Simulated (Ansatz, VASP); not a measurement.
## Mg4O in VASP and in Ansatz

File INCAR:

```
PREC = Accurate ; ENCUT = 520
EDIFF = 1E-6 ; ISMEAR = 0
SIGMA = 0.1 ; LREAL = False
LASPH = True ; NELM = 100
ALGO = Normal ; ISIF = 2
LWAVE = False ; LCHARG = False
LDIPOL = True ; IDIPOL = 3
DIPOL = 0.5 0.5 0.337 ; GGA = CA
NBANDS = 15
```

KPOINTS

```
Automatic mesh
0
Gamma
  8 5 1
```

POSCAR

```
Mg4O
1.0
    3.1466128697      0.0000000000      0.0000000000
    0.0000000000      5.0388886589      0.0000000000
    0.0000000000      0.0000000000     20.5846139733
Mg O
4 1
Direct
    0.0000000000      0.7500000000      0.1943198937
    0.5000000000      0.2500000000      0.2384474589
    0.5000000000      0.7500000000      0.3306067122
    0.0000000000      0.2500000000      0.3684603453
    0.2500000000      0.5000000000      0.5545216436
```

Input for Ansatz:

```yaml
crystal:
  lattice:
    - [3.1466128697, 0.0, 0.0]
    - [0.0, 5.0388886589, 0.0]
    - [0.0, 0.0, 20.5846139733]
  atoms:
    - { symbol: Mg, position: [0.0, 0.75, 0.1943198937] }
    - { symbol: Mg, position: [0.5, 0.25, 0.2384474589] }
    - { symbol: Mg, position: [0.5, 0.75, 0.3306067122] }
    - { symbol: Mg, position: [0.0, 0.25, 0.3684603453] }
    - { symbol: O, position: [0.25, 0.5, 0.5545216436] }
basis:
  ecutwfc: 420
kpoints:
  mp_grid: { grid: [8, 5, 1] }
hamiltonian:
  xc: lda
scf:
  occupations: { method: gaussian, width: 0.1 }
output:
  forces: true
  eigenvalues: true
  write_density: true
  write_potential: true
  elf: true
  volumetric_format: npy
efield:
  axis: 3
  dipole_correction: true
  ramp_width: 0.04
```

Alike in both runs: task single point; functional LDA; k mesh 8 × 5 × 1; occupations gaussian, width 0.1 eV; no spin polarisation.

```csv
,VASP,Ansatz
version,VASP 6.6.1,Ansatz 0.2.0
potentials or method,"VASP PAW LDA potentials, release 64 (Mg, O), cutoff 520 eV","scalar-relativistic, plane waves, PAW"
valence electrons in the cell,14,46
```

```tsv
	VASP	Ansatz	Ansatz less VASP
gap on the k mesh at the Fermi level (eV)	none	none	-
rms of the force components (eV/Å)	0.177	0.176	-0.0018
```

LDA's correlation is that of Perdew and Zunger in VASP and of Perdew and Wang (1992) in Ansatz. Atom by atom the forces differ by 0.007 eV/Å (rms over components). A gap of «none» marks a metal or a gap that the smearing closes. VASP's potentials hold 14 valence electrons a cell and Ansatz's 46, so a difference there can come from the potentials and not from the codes. Ansatz's warnings: xc potential rough in thin density.
